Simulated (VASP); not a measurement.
# BN (d4) (P6_3/mmc) in VASP: a series of runs, part 2 of 2

VASP 6.6.1. The steps go on from the part before.

## Step 3: Relaxation of cell and atoms, PBE+D4

This run uses another cell than the first one, of 8.97 Å³/atom, 1.006 times its volume.

INCAR reads:

```
  ALGO = Normal
  EDIFF = 1E-7
  EDIFFG = -0.002
  ENCUT = 600
  GGA = PE
  IBRION = 2
  ISIF = 3
  ISMEAR = 0
  IVDW = 13
  LASPH = True
  LCHARG = False
  LREAL = False
  LWAVE = False
  NELM = 60
  NSW = 100
  PREC = Accurate
  SIGMA = 0.02
```

KPOINTS reads:

```
k-points
0
Gamma
  12 12 4
```

POSCAR reads:

```
BN
1.0
    2.4982400000      0.0000000000      0.0000000000
   -1.2491200000      2.1635393048      0.0000000000
    0.0000000000      0.0000000000      6.6357000000
B N
2 2
Direct
    0.3333333333      0.6666666667      0.2500000000
    0.6666666667      0.3333333333      0.7500000000
    0.3333333333      0.6666666667      0.7500000000
    0.6666666667      0.3333333333      0.2500000000
```

Potentials or basis: VASP PAW PBE potentials, release 64 (B, N).

Command:

```console
cat potpaw_PBE.64/B/POTCAR potpaw_PBE.64/N/POTCAR > POTCAR
mpirun -np 1 vasp_std > vasp.out
```

OUTCAR:

```text
EDIFF = 1E-7
   EDIFFG = -0.002
   ENCUT = 600
   GGA = PE
   IBRION = 2
   ISIF = 3
   ISMEAR = 0
   IVDW = 13
   LASPH = True
   LREAL = False
   NELM = 60
   NSW = 100
   PREC = Accurate

 ion  position               nearest neighbor table
   1  0.333  0.667  0.250-   4 1.44   4 1.44   4 1.44
   2  0.667  0.333  0.750-   3 1.44   3 1.44   3 1.44
   3  0.333  0.667  0.750-   2 1.44   2 1.44   2 1.44
   4  0.667  0.333  0.250-   1 1.44   1 1.44   1 1.44

  LATTYP: Found a hexagonal cell.
 ALAT       =     2.4982400000
 C/A-ratio  =     2.6561499296

  Lattice vectors:

 A1 = (   2.4982400000,   0.0000000000,   0.0000000000)
 A2 = (  -1.2491200000,   2.1635393048,   0.0000000000)
 A3 = (   0.0000000000,   0.0000000000,   6.6357000000)

Analysis of symmetry for initial positions (statically):
=====================================================================
 Subroutine PRICEL returns:
 Original cell was already a primitive cell.

 Routine SETGRP: Setting up the symmetry group for a
 hexagonal supercell.

 Subroutine GETGRP returns: Found 24 space group operations
 (whereof 12 operations were pure point group operations)
 out of a pool of 24 trial point group operations.

The static configuration has the point symmetry D_3d.
 The point group associated with its full space group is D_6h.

Analysis of symmetry for dynamics (positions and initial velocities):
=====================================================================
 Subroutine PRICEL returns:
 Original cell was already a primitive cell.

 Routine SETGRP: Setting up the symmetry group for a
 hexagonal supercell.

 Subroutine GETGRP returns: Found 24 space group operations
 (whereof 12 operations were pure point group operations)
 out of a pool of 24 trial point group operations.

The dynamic configuration has the point symmetry D_3d.
 The point group associated with its full space group is D_6h.

 Subroutine INISYM returns: Found 24 space group operations
 (whereof 12 operations are pure point group operations),
 and found     1 'primitive' translations

----------------------------------------------------------------------------------------

                                     Primitive cell

  volume of cell :      35.8662

  direct lattice vectors                    reciprocal lattice vectors
     2.498240000  0.000000000  0.000000000     0.400281798  0.231102804  0.000000000
    -1.249120000  2.163539305  0.000000000     0.000000000  0.462205608  0.000000000
     0.000000000  0.000000000  6.635700000     0.000000000  0.000000000  0.150700002

  length of vectors
     2.498240000  2.498240000  6.635700000     0.462205608  0.462205608  0.150700002

  position of ions in fractional coordinates (direct lattice)
     0.333333333  0.666666667  0.250000000
     0.666666667  0.333333333  0.750000000
     0.333333333  0.666666667  0.750000000
     0.666666667  0.333333333  0.250000000

  ion indices of the primitive-cell ions
   primitive index   ion index
                 1           1
                 2           2
                 3           3
                 4           4

----------------------------------------------------------------------------------------

 KPOINTS: k-points

[... 47 lines left out ...]
  0.333333  0.000000  0.250000     12.000000
 [... further k-points ...]
   k-points           NKPTS =     57   k-points in BZ     NKDIM =     57   number of bands    NBANDS=     12
   number of dos      NEDOS =    301   number of ions     NIONS =      4
   total plane-waves  NPLWV =  21600
   dimension x,y,z NGX =    20 NGY =   20 NGZ =   54
   dimension x,y,z NGXF=    40 NGYF=   40 NGZF=  108
   ions per type =               2   2
   NGX,Y,Z   is equivalent  to a cutoff of  13.31, 13.31, 13.53 a.u.
   NGXF,Y,Z  is equivalent  to a cutoff of  26.62, 26.62, 27.06 a.u.
 SYSTEM =  unknown system
   PREC   = accura    normal or accurate (medium, high low for compatibility)
   ISTART =      0    job   : 0-new  1-cont  2-samecut
   ICHARG =      2    charge: 1-file 2-atom 10-const
   ISPIN  =      1    spin polarized calculation?
   LNONCOLLINEAR =      F non collinear calculations
   LSORBIT =      F    spin-orbit coupling
   LASPH  =      T    aspherical Exc in radial PAW
   ENCUT  =  600.0 eV  44.10 Ry    6.64 a.u.   4.99  4.99 13.25*2*pi/ulx,y,z
   NELM   =     60;   NELMIN=  2; NELMDL= -5     # of ELM steps
   EDIFF  = 0.1E-06   stopping-criterion for ELM
   LREAL  =      F    real-space projection
   EDIFFG = -.2E-02   stopping-criterion for IOM
   NSW    =    100    number of steps for IOM
   IBRION =      2    ionic relax: 0-MD 1-quasi-New 2-CG
   NFREE  =      1    steps in history (QN), initial steepest desc. (CG)
   ISIF   =      3    stress and relaxation
   ISYM   =      2    0-nonsym 1-usesym 2-fastsym
   POTIM  = 0.5000    time-step for ionic-motion
   TEBEG  =    0.0;   TEEND  =   0.0 temperature during run
   PSTRESS=    0.0 pullay stress
   NELECT =      16.0000    total number of electrons
   NUPDOWN=      -1.0000    fix difference up-down
   EMIN   =  10.00;   EMAX   =-10.00  energy-range for DOS
   EFERMI =   0.00;   METHOD = LEGACY
   ISMEAR =     0;   SIGMA  =   0.02  broadening in eV -4-tet -1-fermi 0-gaus
   EFERMI_NEDOS =   21; number of points for ismear=-14 and -15
   IALGO  =     38    algorithm
   IMIX   =      4    mixing-type and parameters
     AMIX     =   0.40;   BMIX     =  1.00
     AMIX_MAG =   1.60;   BMIX_MAG =  1.00
  volume/ion in A,a.u.               =       8.97        60.51
  Fermi-wavevector in a.u.,A,eV,Ry     =   1.250891  2.363842 21.289433  1.564729
  Thomas-Fermi vector in A             =   2.384864
   LORBIT       =      0    0 simple, 1 ext, 2 COOP (PROOUT), +10 PAW based schemes
   GGA     = PE    functional components
   LHFCALC =     F    Hartree Fock is set to
   AEXX    =    0.0000 exact exchange contribution
   IVDW    =    13    specifies the selected vdW correction
   LEPSILON=     F    determine dielectric tensor
   LRPA    =     F    only Hartree local field effects (RPA)
 conjugate gradient relaxation of ions
 non-spin polarized calculation
 Gauss-broadening in eV      SIGMA  =   0.02
  energy-cutoff  :      600.00
  volume of cell :       35.87
 maximum number of plane-waves:      1224
 NGX is ok and might be reduce to    20
   NGX =  9   NGY =  9   NGZ = 27

--------------------------------------- Ionic step        1  -------------------------------------------

 number of electron      15.9999998 magnetization

 Free energy of the ion-electron system (eV)
  ---------------------------------------------------
  ext. energy  EPLUGINS =         0.00000000
  ---------------------------------------------------
  free energy    TOTEN  =       -35.15342235 eV

  energy without entropy =      -35.15342235  energy(sigma->0) =      -35.15342235

------------------------ aborting loop because EDIFF is reached ----------------------------------------

  DFT-D4 for vdW energy calculation

  Edisp (eV):   -0.64491
[... 111 lines left out ...]
  FREE ENERGIE OF THE ION-ELECTRON SYSTEM (eV)
  ---------------------------------------------------
  free  energy   TOTEN  =       -35.8014031140 eV

  energy  without entropy=      -35.8014031140  energy(sigma->0) =      -35.80140311

[... ionic steps 4 to 9 ...]

--------------------------------------- Ionic step       10  -------------------------------------------

 number of electron      15.9999998 magnetization

------------------------ aborting loop because EDIFF is reached ----------------------------------------
[... 79 lines left out ...]
--------------------------------------- Ionic step       12  -------------------------------------------

 number of electron      15.9999998 magnetization

 Free energy of the ion-electron system (eV)
  ---------------------------------------------------
  ext. energy  EPLUGINS =         0.00000000
  ---------------------------------------------------
  free energy    TOTEN  =       -35.14577724 eV

  energy without entropy =      -35.14577724  energy(sigma->0) =      -35.14577724

 E-fermi :   2.6016     XC(G=0): -10.2039

 val. band max:        2.4508521729   @ k =   0.3333   0.2500   0.0000
 cond. band min:       6.6724822736   @ k =   0.5000   0.0000   0.0000
 fundamental gap:      4.2216301006
 Fermi energy:         2.6016436480

 k-point     1 :       0.0000    0.0000    0.0000
  band No.  band energies     occupation
      1     -15.3713      2.00000
      2     -15.0254      2.00000
      3      -3.8621      2.00000
      4      -1.5058      2.00000
      5       1.0957      2.00000
      6       1.0957      2.00000
      7       1.1418      2.00000
      8       1.1418      2.00000
      9       7.8323      0.00000
     10      12.9836      0.00000
     11      13.9395      0.00000
     12      13.9395      0.00000
[... 331 lines left out ...]
 k-point    24 :       0.3333    0.0000    0.2500
  band No.  band energies     occupation
      1     -13.3493      2.00000
      2     -13.1731      2.00000
      3      -4.4540      2.00000
      4      -4.3826      2.00000
      5      -1.1462      2.00000
      6      -1.0928      2.00000
      7      -0.8055      2.00000
      8       0.5439      2.00000
      9       9.2403      0.00000
     10       9.9083      0.00000
     11      11.4855      0.00000
     12      12.6195      0.00000

 [... further k-points ...]

------------------------ aborting loop because EDIFF is reached ----------------------------------------

  DFT-D4 for vdW energy calculation

  Edisp (eV):   -0.65703
[... 27 lines left out ...]
  FREE ENERGIE OF THE ION-ELECTRON SYSTEM (eV)
  ---------------------------------------------------
  free  energy   TOTEN  =       -35.8028104294 eV

  energy  without entropy=      -35.8028104294  energy(sigma->0) =      -35.80281043

 reached required accuracy - stopping structural energy minimisation
```

OSZICAR:

```text
N       E                     dE             d eps       ncg     rms          rms(c)
DAV:   1     0.774865924120E+02    0.77487E+02   -0.90578E+03  1368   0.139E+03
DAV:   2    -0.334375479254E+02   -0.11092E+03   -0.10113E+03  2036   0.295E+02
DAV:   3    -0.387008142297E+02   -0.52633E+01   -0.52111E+01  1728   0.666E+01
[... 101 lines left out ...]
DAV:   1    -0.351458328308E+02    0.40121E-03   -0.31392E-03  1512   0.573E-01    0.498E-02
DAV:   2    -0.351457888967E+02    0.43934E-04   -0.68711E-05  1700   0.839E-02    0.241E-02
DAV:   3    -0.351457784517E+02    0.10445E-04   -0.22432E-05  1660   0.385E-02    0.715E-03
DAV:   4    -0.351457772580E+02    0.11937E-05   -0.35518E-06  1696   0.172E-02    0.302E-03
DAV:   5    -0.351457772374E+02    0.20545E-07   -0.60841E-07  1640   0.711E-03
  12 F= -.35802810E+02 E0= -.35802810E+02  d E =-.127163E-05
```

CONTCAR:

```text
BN
   1.00000000000000
     2.5069273615789620   -0.0000000000000000   -0.0000000000000000
    -1.2534636807894810    2.1710627806197595   -0.0000000000000000
    -0.0000000000000000   -0.0000000000000000    6.5002050949631096
  B               N
     2     2
Direct
     0.3333333332999970    0.6666666667000030    0.2500000000000000
     0.6666666667000030    0.3333333332999970    0.7500000000000000
     0.3333333332999970    0.6666666667000030    0.7500000000000000
     0.6666666667000030    0.3333333332999970    0.2500000000000000

  0.00000000E+00  0.00000000E+00  0.00000000E+00
  0.00000000E+00  0.00000000E+00  0.00000000E+00
  0.00000000E+00  0.00000000E+00  0.00000000E+00
  0.00000000E+00  0.00000000E+00  0.00000000E+00
```

Run time: 2.2 min. Hardware: 1 thread of Intel Xeon Platinum 8488C (Sapphire Rapids), shared host; peak memory 0.17 GiB.

What came out:

```
Free energy                            : -35.8028 eV
Relaxed volume                         : 8.84 Å³/atom
Relaxed cell                           : a = 2.507 Å, b = 2.507 Å, c = 6.500 Å, α = 90.00°, β = 90.00°, γ = 120.00°
Space group after relaxing (to 0.05 Å) : P6_3/mmc (No. 194)
Energy gained by relaxing              : 1.1 meV/atom
Ionic steps                            : 12
Pressure after relaxing                : 0.0 GPa
Band gap on the k mesh                 : 4.22 eV, indirect (least direct gap 4.62 eV)
Dispersion energy per atom             : -0.164 eV
```

Step by step:
```tsv
step	energy change (eV)	largest force (eV/Å)	pressure (GPa)	volume (Å³)
1	0.0000	0.0000	2.34	35.87
2	0.0079	0.0000	-4.92	36.55
3	-0.0031	0.0000	-0.24	36.10
4	-0.0031	0.0000	-0.19	36.10
5	-0.0033	0.0000	-0.18	36.04
6	-0.0037	0.0000	-0.13	35.89
7	-0.0044	0.0000	-0.02	35.58
8	-0.0039	0.0000	0.24	34.96
9	-0.0045	0.0000	0.06	35.39
10	-0.0045	0.0000	0.06	35.37
11	-0.0044	0.0000	-0.49	35.42
12	-0.0045	0.0000	0.01	35.38
```

Final structure:
```xyz
4
Lattice="2.5069 0.0000 0.0000 -1.2535 2.1711 0.0000 0.0000 0.0000 6.5002" Properties=species:S:1:pos:R:3 pbc="T T T"
B     0.0000    1.4474    1.6251
B     1.2535    0.7237    4.8752
N     0.0000    1.4474    4.8752
N     1.2535    0.7237    1.6251
```

A k mesh can miss the band edges.

## Step 4: Single point, PBE+D4

This run uses another cell than the first one, of 8.97 Å³/atom, 1.006 times its volume.

INCAR reads:

```
  PREC = Accurate
  ENCUT = 600
  EDIFF = 1E-6
  ISMEAR = 0
  SIGMA = 0.1
  LREAL = False
  LASPH = True
  NELM = 120
  ALGO = Normal
  ISIF = 2
  LWAVE = False
  LCHARG = False
  GGA = PE
  IVDW = 13
  NBANDS = 16
  GGA_COMPAT = False
```

KPOINTS reads:

```
Automatic mesh
0
Gamma
  9 9 4
```

POSCAR is that of step 3.

Command:

```console
cat potpaw_PBE.64/B/POTCAR potpaw_PBE.64/N/POTCAR > POTCAR
mpirun -np 1 vasp_std > vasp.out
```

Run time: 22 s. Hardware: 1 thread of Intel Xeon 6975P-C, shared host; peak memory 0.16 GiB.

Results (log left out):

```yaml
Free_energy: -35.7983 eV
Pressure: 2.3 GPa
Band_gap_on_the_k_mesh: 4.41 eV, indirect (least direct gap 4.66 eV)
Dispersion_energy_per_atom: -0.161 eV
```

Stress tensor (GPa, compression positive):
```
 3.84  0.00  0.00
 0.00  3.84  0.00
 0.00  0.00 -0.64
```

Levels at points of the mesh, in eV from the valence-band top:
```csv
k point,band 5,band 6,band 7,band 8,band 9,band 10,band 11,band 12
"(0.00, 0.00, 0.00)",-1.32,-1.32,-1.29,-1.29,5.27,10.35,11.61,11.61
"(0.00, 0.00, 0.50)",-1.30,-1.30,-1.30,-1.30,7.64,7.64,11.67,11.67
```

A k mesh can miss the band edges. PBE gaps usually lie below the measured ones, often by a third to a half.

## Step 5: Overview

```csv
task,cell,k mesh,cutoff (eV),smearing,gap on the mesh (eV),pressure (GPa)
single point,"a = 2.507, b = 2.507, c = 6.552 Å, angles 90.0, 90.0, 120.0°, 4 atoms",12 × 12 × 4,520,gaussian 0.02 eV,4.24,0.1
relaxation of cell and atoms,"relaxed from a = 2.498, b = 2.498, c = 6.636 Å, angles 90.0, 90.0, 120.0°, 4 atoms",12 × 12 × 4,600,gaussian 0.02 eV,4.22,0.0
single point,"a = 2.498, b = 2.498, c = 6.636 Å, angles 90.0, 90.0, 120.0°, 4 atoms",9 × 9 × 4,600,gaussian 0.1 eV,4.41,2.3
```

Alike in all rows: level PBE+D4; potentials or basis VASP PAW PBE potentials, release 64 (B, N); no spin polarisation.

Absolute energies hang on the potentials; compare differences alone.
